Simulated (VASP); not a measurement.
# Mn (P6_3/mmc) in VASP: notebook

The runs below take Mn through single point, relaxation of cell and atoms, with r2SCAN.

Everything below comes from runs of VASP 6.6.1. Logs are shortened: lines on timing, memory, paths and dates and some standing lists are left out, and cuts for length are marked.

**1. The cell of the first run**

Symmetry: P6_3/mmc, No. 194, hexagonal system. The conventional cell has a = 3.673 Å, b = 3.673 Å, c = 4.279 Å, α = 90.00°, β = 90.00°, γ = 120.00°. Within 2.8 Å of Mn (site symmetry -6m2) lie 5 Mn at 2.12 to 2.14 Å. Within 2.8 Å of Mn (site symmetry -6m2) lie 3 Mn at 2.12 Å.

This isn't the form of Mn at room conditions, which is a 58-atom cubic cell.

**2. Single point, r2SCAN**

Input file POSCAR:

```
Mn
1.0
    3.6727672478      0.0000000000      0.0000000000
   -1.8363836239      3.1807097388      0.0000000000
    0.0000000000      0.0000000000      4.2792405605
Mn
4
Direct
    0.0000000000      0.0000000000      0.2500000000
    0.0000000000      0.0000000000      0.7500000000
    0.3333333333      0.6666666667      0.7500000000
    0.6666666667      0.3333333333      0.2500000000
```

Input file INCAR.step1:

```
ALGO = Normal ; EDIFF = 1E-4
ENCUT = 520 ; GGA = PE
ISMEAR = 0 ; LASPH = T
LCHARG = F ; LREAL = F
LWAVE = T ; NBANDS = 34
NELM = 100 ; PREC = Accurate
SIGMA = 0.1
```

Input file INCAR.step2:

```
ALGO = Normal ; EDIFF = 1E-6
ENCUT = 520 ; ISIF = 2
ISMEAR = 0 ; ISTART = 1
LASPH = T ; LCHARG = F
LMIXTAU = T ; LREAL = F
LWAVE = F ; METAGGA = R2SCAN
NBANDS = 34 ; NELM = 100
PREC = Accurate ; SIGMA = 0.1
```

Input file KPOINTS:

```
k-points
0
Gamma
  6 6 4
```

Potentials or basis: VASP PAW PBE potentials, release 64 (Mn_pv).

Command:

```bash
$ cat potpaw_PBE.64/Mn_pv/POTCAR > POTCAR
$ cp INCAR.step1 INCAR
$ mpirun -np 1 vasp_std > vasp.out
$ cp INCAR.step2 INCAR
$ mpirun -np 1 vasp_std > vasp.out
```

OUTCAR:

```text
EDIFF = 1E-6
   ENCUT = 520
   ISIF = 2
   ISMEAR = 0
   ISTART = 1
   LASPH = T
   LREAL = F
   METAGGA = R2SCAN
   NELM = 100
   PREC = Accurate

 ion  position               nearest neighbor table
   1  0.000  0.000  0.250-   4 2.12   4 2.12   4 2.12   2 2.14   2 2.14   3 3.01   3 3.01   3 3.01
                             3 3.01   3 3.01   3 3.01
   2  0.000  0.000  0.750-   3 2.12   3 2.12   3 2.12   1 2.14   1 2.14   4 3.01   4 3.01   4 3.01
                             4 3.01   4 3.01   4 3.01
   3  0.333  0.667  0.750-   2 2.12   2 2.12   2 2.12   1 3.01   1 3.01   4 3.01   4 3.01   4 3.01
                             4 3.01   1 3.01   1 3.01   1 3.01   1 3.01   4 3.01   4 3.01
   4  0.667  0.333  0.250-   1 2.12   1 2.12   1 2.12   3 3.01   2 3.01   2 3.01   3 3.01   3 3.01
                             3 3.01   2 3.01   2 3.01   2 3.01   2 3.01   3 3.01   3 3.01

  LATTYP: Found a hexagonal cell.
 ALAT       =     3.6727672478
 C/A-ratio  =     1.1651270750

  Lattice vectors:

 A1 = (   3.6727672478,   0.0000000000,   0.0000000000)
 A2 = (  -1.8363836239,   3.1807097388,   0.0000000000)
 A3 = (   0.0000000000,   0.0000000000,   4.2792405605)

Analysis of symmetry for initial positions (statically):
=====================================================================
 Subroutine PRICEL returns:
 Original cell was already a primitive cell.

 Routine SETGRP: Setting up the symmetry group for a
 hexagonal supercell.

 Subroutine GETGRP returns: Found 24 space group operations
 (whereof 12 operations were pure point group operations)
 out of a pool of 24 trial point group operations.

The static configuration has the point symmetry D_3d.
 The point group associated with its full space group is D_6h.

Analysis of symmetry for dynamics (positions and initial velocities):
=====================================================================
 Subroutine PRICEL returns:
 Original cell was already a primitive cell.

 Routine SETGRP: Setting up the symmetry group for a
 hexagonal supercell.

 Subroutine GETGRP returns: Found 24 space group operations
 (whereof 12 operations were pure point group operations)
 out of a pool of 24 trial point group operations.

The dynamic configuration has the point symmetry D_3d.
 The point group associated with its full space group is D_6h.

 Subroutine INISYM returns: Found 24 space group operations
 (whereof 12 operations are pure point group operations),
 and found     1 'primitive' translations

----------------------------------------------------------------------------------------

                                     Primitive cell

  volume of cell :      49.9901

  direct lattice vectors                    reciprocal lattice vectors
     3.672767248  0.000000000  0.000000000     0.272274264  0.157197620  0.000000000
    -1.836383624  3.180709739  0.000000000     0.000000000  0.314395239  0.000000000
     0.000000000  0.000000000  4.279240560     0.000000000  0.000000000  0.233686325

  length of vectors
     3.672767248  3.672767248  4.279240560     0.314395239  0.314395239  0.233686325

  position of ions in fractional coordinates (direct lattice)
     0.000000000  0.000000000  0.250000000
     0.000000000  0.000000000  0.750000000
     0.333333333  0.666666667  0.750000000
     0.666666667  0.333333333  0.250000000

  ion indices of the primitive-cell ions
   primitive index   ion index
                 1           1
                 2           2
                 3           3
                 4           4

----------------------------------------------------------------------------------------

 KPOINTS: k-points

Automatic generation of k-mesh.
 Grid dimensions read from file:
 generate k-points for:    6    6    4

 Generating k-lattice:

  Cartesian coordinates                     Fractional coordinates (reciprocal lattice)
     0.045379044  0.026199603  0.000000000     0.166666667  0.000000000  0.000000000
     0.000000000  0.052399207  0.000000000     0.000000000  0.166666667  0.000000000
     0.000000000  0.000000000  0.058421581     0.000000000  0.000000000  0.250000000

  Length of vectors
     0.052399207  0.052399207  0.058421581

  Shift w.r.t. Gamma in fractional coordinates (k-lattice)
     0.000000000  0.000000000  0.000000000

 Subroutine IBZKPT returns following result:
 ===========================================

 Found     21 irreducible k-points:

 Following reciprocal coordinates:
            Coordinates               Weight
  0.000000  0.000000  0.000000      1.000000
  0.166667  0.000000  0.000000      6.000000
  0.333333  0.000000  0.000000      6.000000
  0.500000  0.000000  0.000000      3.000000
  0.166667  0.166667  0.000000      6.000000
  0.333333  0.166667  0.000000     12.000000
[... 13 lines left out ...]
  0.333333  0.166667  0.500000     12.000000
  0.333333  0.333333  0.500000      2.000000
   k-points           NKPTS =     21   k-points in BZ     NKDIM =     21   number of bands    NBANDS=     34
   number of dos      NEDOS =    301   number of ions     NIONS =      4
   total plane-waves  NPLWV =  25088
   dimension x,y,z NGX =    28 NGY =   28 NGZ =   32
   dimension x,y,z NGXF=    56 NGYF=   56 NGZF=   64
   ions per type =               4
   NGX,Y,Z   is equivalent  to a cutoff of  12.67, 12.67, 12.43 a.u.
   NGXF,Y,Z  is equivalent  to a cutoff of  25.35, 25.35, 24.86 a.u.
 SYSTEM =  unknown system
   PREC   = accura    normal or accurate (medium, high low for compatibility)
   ISTART =      1    job   : 0-new  1-cont  2-samecut
   ICHARG =      0    charge: 1-file 2-atom 10-const
   ISPIN  =      1    spin polarized calculation?
   LNONCOLLINEAR =      F non collinear calculations
   LSORBIT =      F    spin-orbit coupling
   LASPH  =      T    aspherical Exc in radial PAW
   ENCUT  =  520.0 eV  38.22 Ry    6.18 a.u.   6.83  6.83  7.96*2*pi/ulx,y,z
   NELM   =    100;   NELMIN=  2; NELMDL=  0     # of ELM steps
   EDIFF  = 0.1E-05   stopping-criterion for ELM
   LREAL  =      F    real-space projection
   EDIFFG = 0.1E-04   stopping-criterion for IOM
   NSW    =      0    number of steps for IOM
   IBRION =     -1    ionic relax: 0-MD 1-quasi-New 2-CG
   NFREE  =      0    steps in history (QN), initial steepest desc. (CG)
   ISIF   =      2    stress and relaxation
   ISYM   =      2    0-nonsym 1-usesym 2-fastsym
   POTIM  = 0.5000    time-step for ionic-motion
   TEBEG  =    0.0;   TEEND  =   0.0 temperature during run
   PSTRESS=    0.0 pullay stress
   NELECT =      52.0000    total number of electrons
   NUPDOWN=      -1.0000    fix difference up-down
   EMIN   =  10.00;   EMAX   =-10.00  energy-range for DOS
   EFERMI =   0.00;   METHOD = LEGACY
   ISMEAR =     0;   SIGMA  =   0.10  broadening in eV -4-tet -1-fermi 0-gaus
   EFERMI_NEDOS =   21; number of points for ismear=-14 and -15
   IALGO  =     38    algorithm
   IMIX   =      4    mixing-type and parameters
     AMIX     =   0.40;   BMIX     =  1.00
     AMIX_MAG =   1.60;   BMIX_MAG =  1.00
  volume/ion in A,a.u.               =      12.50        84.34
  Fermi-wavevector in a.u.,A,eV,Ry     =   1.658751  3.134585 37.435822  2.751455
  Thomas-Fermi vector in A             =   2.746278
   LORBIT       =      0    0 simple, 1 ext, 2 COOP (PROOUT), +10 PAW based schemes
   METAGGA = R2SCAN    functional components
   LHFCALC =     F    Hartree Fock is set to
   AEXX    =    0.0000 exact exchange contribution
   IVDW    =     0    specifies the selected vdW correction
   LEPSILON=     F    determine dielectric tensor
   LRPA    =     F    only Hartree local field effects (RPA)
 non-spin polarized calculation
 Gauss-broadening in eV      SIGMA  =   0.10
  energy-cutoff  :      520.00
  volume of cell :       49.99
 maximum number of plane-waves:      1364
 NGX is ok and might be reduce to    28
   NGX = 13   NGY = 13   NGZ = 15

 number of electron      52.0000038 magnetization

 Free energy of the ion-electron system (eV)
  ---------------------------------------------------
  ext. energy  EPLUGINS =         0.00000000
  ---------------------------------------------------
  free energy    TOTEN  =       -53.87543188 eV

  energy without entropy =      -53.85137320  energy(sigma->0) =      -53.86340254

 E-fermi :   8.8139     XC(G=0): -14.0406

 val. band max:        8.7725519806   @ k =   0.1667   0.0000   0.5000
 cond. band min:       8.8244497709   @ k =   0.3333   0.0000   0.2500
 fundamental gap:      0.0518977903
 Fermi energy:         8.8138568447

 k-point     1 :       0.0000    0.0000    0.0000
  band No.  band energies     occupation
      1     -42.2295      2.00000
      2     -41.8235      2.00000
      3     -41.8234      2.00000
      4     -41.7018      2.00000
      5     -41.7017      2.00000
      6     -41.0974      2.00000
[... 26 lines left out ...]
     33      10.1724      0.00000
     34      10.7856      0.00000

 k-point     2 :       0.1667    0.0000    0.0000
  band No.  band energies     occupation
      1     -42.2225      2.00000
      2     -41.8534      2.00000
      3     -41.7788      2.00000
      4     -41.7194      2.00000
      5     -41.6455      2.00000
      6     -41.1002      2.00000
[... 26 lines left out ...]
     33      10.8742      0.00000
     34      11.2315      0.00000

 k-point     3 :       0.3333    0.0000    0.0000
  band No.  band energies     occupation
      1     -42.2084      2.00000
      2     -41.9075      2.00000
      3     -41.7550      2.00000
      4     -41.6626      2.00000
      5     -41.5199      2.00000
      6     -41.1055      2.00000
[... 26 lines left out ...]
     33      11.0949      0.00000
     34      12.3769      0.00000

 k-point     4 :       0.5000    0.0000    0.0000
  band No.  band energies     occupation
      1     -42.2013      2.00000
      2     -41.9323      2.00000
      3     -41.7726      2.00000
      4     -41.5778      2.00000
      5     -41.4497      2.00000
      6     -41.1081      2.00000
[... 26 lines left out ...]
     33      11.1698      0.00000
     34      11.4519      0.00000

 k-point     5 :       0.1667    0.1667    0.0000
  band No.  band energies     occupation
      1     -42.2120      2.00000
      2     -41.8871      2.00000
      3     -41.8019      2.00000
      4     -41.6388      2.00000
      5     -41.5529      2.00000
      6     -41.1028      2.00000
[... 510 lines left out ...]
 k-point    19 :       0.1667    0.1667    0.5000
  band No.  band energies     occupation
      1     -41.8291      2.00000
      2     -41.8291      2.00000
      3     -41.6108      2.00000
      4     -41.6108      2.00000
      5     -41.4965      2.00000
      6     -41.4965      2.00000
[... 26 lines left out ...]
     33      10.0297      0.00000
     34      10.0297      0.00000

 k-point    20 :       0.3333    0.1667    0.5000
  band No.  band energies     occupation
      1     -41.8741      2.00000
      2     -41.8741      2.00000
      3     -41.4892      2.00000
      4     -41.4892      2.00000
      5     -41.4509      2.00000
      6     -41.4509      2.00000
[... 26 lines left out ...]
     33      10.6876      0.00000
     34      10.6876      0.00000

 k-point    21 :       0.3333    0.3333    0.5000
  band No.  band energies     occupation
      1     -41.9031      2.00000
      2     -41.9031      2.00000
      3     -41.4747      2.00000
      4     -41.4747      2.00000
      5     -41.2953      2.00000
      6     -41.2953      2.00000
[... 26 lines left out ...]
     33      11.3634      0.00000
     34      11.3634      0.00000

------------------------ aborting loop because EDIFF is reached ----------------------------------------

  FORCE on cell =-STRESS in cart. coord.  units (eV):
  Direction    XX          YY          ZZ          XY          YZ          ZX
  --------------------------------------------------------------------------------------
  -------------------------------------------------------------------------------------
  Total        0.3729504      0.3729504      0.2255308     -0.0000000     -0.0000000      0.0000000
  in kB       11.9530156     11.9530156      7.2282357     -0.0000000     -0.0000000      0.0000000
  external PRESSURE =      10.3780890 kB  Pullay stress =       0.0000000 kB

 VOLUME and BASIS-vectors are now :
 -----------------------------------------------------------------------------
  energy-cutoff  :      520.00
  volume of cell :       49.99
      direct lattice vectors                 reciprocal lattice vectors
     3.672767248  0.000000000  0.000000000     0.272274264  0.157197620  0.000000000
    -1.836383624  3.180709739  0.000000000     0.000000000  0.314395239  0.000000000
     0.000000000  0.000000000  4.279240560     0.000000000  0.000000000  0.233686325

 POSITION                                       TOTAL-FORCE (eV/Angst)
 -----------------------------------------------------------------------------------
      0.00000      0.00000      1.06981         0.000000     -0.000000      0.000000
      0.00000      0.00000      3.20943        -0.000000      0.000000      0.000000
     -0.00000      2.12047      3.20943        -0.000000      0.000000     -0.000000
      1.83638      1.06024      1.06981        -0.000000      0.000000      0.000000
 -----------------------------------------------------------------------------------
    total drift:                                0.000000     -0.000000      0.000000

  FREE ENERGIE OF THE ION-ELECTRON SYSTEM (eV)
  ---------------------------------------------------
  free  energy   TOTEN  =       -53.8754318798 eV

  energy  without entropy=      -53.8513732010  energy(sigma->0) =      -53.86340254
```

Run time: 72 s. Hardware: 1 thread of Intel Xeon 6975P-C (Granite Rapids), shared host; peak memory 0.17 GiB.

What came out:

```yaml
Free_energy: -53.8754 eV
Pressure: 1.0 GPa
Band_gap_on_the_k_mesh: zero (bands 26 and 27 overlap by 1.19 eV)
```

Stress tensor (GPa, compression positive):
```
1.20 0.00 0.00
0.00 1.20 0.00
0.00 0.00 0.72
```

Levels at points of the mesh, in eV from the Fermi level:
| k point | band 23 | band 24 | band 25 | band 26 | band 27 | band 28 | band 29 | band 30 |
| --- | --- | --- | --- | --- | --- | --- | --- | --- |
| (0.00, 0.00, 0.00) | -1.48 | -1.08 | -1.08 | -0.76 | -0.76 | -0.28 | -0.19 | 0.94 |
| (0.50, 0.00, 0.00) | -1.67 | -1.64 | -0.32 | 0.30 | 0.46 | 1.15 | 1.24 | 1.31 |
| (0.00, 0.00, 0.50) | -1.67 | -1.67 | -0.60 | -0.60 | -0.60 | -0.60 | 0.22 | 0.22 |
| (0.50, 0.00, 0.50) | -2.12 | -2.12 | -0.73 | -0.73 | 0.96 | 0.96 | 0.97 | 0.97 |

Caveat: the k points lie up to 0.37 Å⁻¹ apart, too coarse for converged energies and pressures of a metal; the PAW data sets were made with another functional, which shifts forces and pressure a little; the run has no spin polarisation, though such a crystal can be magnetic.

**3. Relaxation of cell and atoms, r2SCAN**

This run uses another cell than the first one, of 12.58 Å³/atom.

Input file POSCAR:

```
Mn
1.0
    3.6568867433      0.0000000000      0.0000000000
   -1.8284433717      3.1669568185      0.0000000000
    0.0000000000      0.0000000000      4.3452601904
Mn
4
Direct
    0.0000000000      0.0000000000      0.2500000000
    0.0000000000      0.0000000000      0.7500000000
    0.3333333333      0.6666666667      0.7500000000
    0.6666666667      0.3333333333      0.2500000000
```

Input file INCAR.step1:

```
SYSTEM = Mn
PREC = Accurate
ENCUT = 600
ISMEAR = 0
SIGMA = 0.1
LREAL = .FALSE.
LASPH = .TRUE.
NELM = 100
GGA = PE
ALGO = Normal
EDIFF = 1E-4
LWAVE = .TRUE.
LCHARG = .FALSE.
```

Input file INCAR.step2:

```
SYSTEM = Mn
PREC = Accurate
ENCUT = 600
EDIFF = 1E-7
ISMEAR = 0
SIGMA = 0.1
LREAL = .FALSE.
LASPH = .TRUE.
NELM = 100
ALGO = Normal
ISIF = 3
LWAVE = .FALSE.
LCHARG = .FALSE.
METAGGA = R2SCAN
LMIXTAU = .TRUE.
IBRION = 2
NSW = 90
EDIFFG = -0.04
ISTART = 1
```

Input file KPOINTS:

```
regular mesh
0
G
  6 6 4
  0 0 0
```

Potentials or basis: VASP PAW PBE potentials, release 64 (Mn_pv).

Command:

```bash
$ cat potpaw_PBE.64/Mn_pv/POTCAR > POTCAR
$ cp INCAR.step1 INCAR
$ mpirun -np 1 vasp_std > vasp.out
$ cp INCAR.step2 INCAR
$ mpirun -np 1 vasp_std > vasp.out
```

Wall time 3.5 min (1 thread of Intel Xeon 6975P-C (Granite Rapids), shared host); peak memory 0.19 GiB.

The run converged. Its results:

```yaml
Free_energy: -53.8784 eV
Relaxed_volume: 12.56 Å³/atom
Relaxed_cell: a = 3.680 Å, b = 3.680 Å, c = 4.284 Å, α = 90.00°, β = 90.00°, γ = 120.00°
Space_group_after_relaxing_to_0.1_Å: P6_3/mmc (No. 194)
Energy_gained_by_relaxing: 3.4 meV/atom
Ionic_steps: 3
Pressure_after_relaxing: -0.2 GPa
Band_gap_on_the_k_mesh: zero (bands 26 and 27 overlap by 1.18 eV)
```

Step by step:
```tsv
step	energy change (eV)	largest force (eV/Å)	pressure (GPa)	volume (Å³)
1	0.0000	0.0000	-0.18	50.32
2	-0.0132	0.0000	-0.15	50.21
3	-0.0137	0.0000	-0.17	50.23
```

Final structure:
```cif
data_structure
_symmetry_space_group_name_H-M 'P 1'
_symmetry_Int_Tables_number 1
_cell_length_a 3.6796
_cell_length_b 3.6796
_cell_length_c 4.2836
_cell_angle_alpha 90.000
_cell_angle_beta 90.000
_cell_angle_gamma 120.000
_cell_volume 50.23
loop_
_atom_site_label
_atom_site_type_symbol
_atom_site_fract_x
_atom_site_fract_y
_atom_site_fract_z
_atom_site_occupancy
Mn1 Mn 0.00000 0.00000 0.25000 1
Mn2 Mn 0.00000 0.00000 0.75000 1
Mn3 Mn 0.33333 0.66667 0.75000 1
Mn4 Mn 0.66667 0.33333 0.25000 1
```

Levels at points of the mesh, in eV from the Fermi level:
```csv
k point,band 24,band 25,band 26,band 27,band 28,band 29
"(0.00, 0.00, 0.00)",-1.08,-1.08,-0.75,-0.75,-0.28,-0.18
"(0.50, 0.00, 0.00)",-1.63,-0.31,0.29,0.46,1.15,1.23
"(0.00, 0.00, 0.50)",-1.66,-0.60,-0.60,-0.60,-0.60,0.21
"(0.50, 0.00, 0.50)",-2.11,-0.73,-0.73,0.96,0.96,0.97
```

Caveat: the k points lie up to 0.37 Å⁻¹ apart in the final cell, too coarse for converged energies and pressures of a metal; the PAW data sets were made with another functional, which shifts forces and pressure a little; the run has no spin polarisation, though such a crystal can be magnetic. Spin polarisation is off, so any magnetic state and its effect on volume and gap are missing.

(Part 1 of 2 ends here.)

The gap in the log of VASP goes by the Fermi energy; the results here count the filled bands.